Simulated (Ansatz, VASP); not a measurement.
## One calculation of KF, two programs

Contents of INCAR:

```
  PREC = Accurate
  ENCUT = 520
  EDIFF = 1E-6
  ISMEAR = 0
  SIGMA = 0.05
  LREAL = F
  LASPH = T
  NELM = 100
  ALGO = Normal
  ISIF = 2
  LWAVE = F
  LCHARG = F
  NBANDS = 15
```

File KPOINTS:

```
regular mesh
0
Gamma
  8 8 8
```

File POSCAR:

```
KF
1.0
    3.3567236500      0.0000000000      0.0000000000
    0.0000000000      3.3567236500      0.0000000000
    0.0000000000      0.0000000000      3.1611863500
K F
1 1
Direct
    0.0000000000      0.0000000000      0.0000000000
    0.5000000000      0.5000000000      0.5000000000
```

Input for Ansatz:

```yaml
crystal:
  lattice:
    - [3.35672365, 0.0, 0.0]
    - [0.0, 3.35672365, 0.0]
    - [0.0, 0.0, 3.16118635]
  atoms:
    - { symbol: K, position: [0.0, 0.0, 0.0] }
    - { symbol: F, position: [0.5, 0.5, 0.5] }
basis:
  ecutwfc: 420
kpoints:
  mp_grid: { grid: [8, 8, 8] }
hamiltonian:
  xc: lda
scf:
  occupations: { method: gaussian, width: 0.05 }
output:
  forces: true
  stress: true
  eigenvalues: true
  write_density: true
  write_potential: true
  elf: true
  volumetric_format: npy
```

Change from the starting cell: strain +0.030 along x and y, -0.030 along z, atoms carried along.

Alike in both runs: task single point; functional LDA; k mesh 8 × 8 × 8; occupations gaussian, width 0.05 eV; no spin polarisation.

|  | VASP | Ansatz |
| --- | --- | --- |
| version | VASP 6.6.1 | Ansatz 0.2.0 |
| potentials or method | VASP PAW LDA potentials, release 64 (K_sv, F), cutoff 520 eV | scalar-relativistic, plane waves, PAW |
| valence electrons in the cell | 16 | 16 |

VASP gave:

| Property | Result |
| --- | --- |
| gap on the k mesh at the Fermi level (eV) | 5.56 |
| least direct gap on the mesh (eV) | 5.61 |
| pressure (GPa) | -6.2 |
| traceless stress, the component that is largest in VASP (GPa) | 3.18 |

Question: Estimate Ansatz's values.

Answer: gap on the k mesh at the Fermi level (eV): 5.58; least direct gap on the mesh (eV): 5.62; pressure (GPa): -6.3; traceless stress, the component that is largest in VASP (GPa): 3.18.

LDA's correlation is that of Perdew and Zunger in VASP and of Perdew and Wang (1992) in Ansatz.
